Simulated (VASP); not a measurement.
A run of VASP 6.6.1:

File INCAR:

```
  ALGO = Normal
  EDIFF = 1E-6
  EDIFFG = -0.04
  ENCUT = 600
  GGA = PE
  IBRION = 2
  ISIF = 3
  ISMEAR = 0
  LASPH = T
  LCHARG = F
  LREAL = F
  LWAVE = F
  NELM = 80
  NSW = 90
  PREC = Accurate
  SIGMA = 0.1
```

KPOINTS

```
k-points
0
Gamma
  4 4 4
```

File POSCAR:

```
Te4W
1.0
    0.0000000000      4.2344557500      4.2344557500
    4.2344557500      0.0000000000      4.2344557500
    4.2344557500      4.2344557500      0.0000000000
Te W
4 1
Direct
    0.6135173900      0.6135173900      0.6135173900
    0.6135173900      0.6135173900      0.1594478400
    0.6135173900      0.1594478400      0.6135173900
    0.1594478400      0.6135173900      0.6135173900
    0.2500000000      0.2500000000      0.2500000000
```

Potentials or basis: VASP PAW PBE potentials, release 64 (Te, W_sv).

Run with:

```sh
$ cat potpaw_PBE.64/Te/POTCAR potpaw_PBE.64/W_sv/POTCAR > POTCAR
$ mpirun -np 1 vasp_std > vasp.out
```

Hardware: 1 thread of Intel Xeon 8259CL, with other jobs on the host.

Q: How long does it take, and how much memory?

A: It took 17 min on 1 thread of Intel Xeon 8259CL (shared host), peak memory 0.36 GiB. Counts: scf iterations 137, k points 8, ion steps 8.
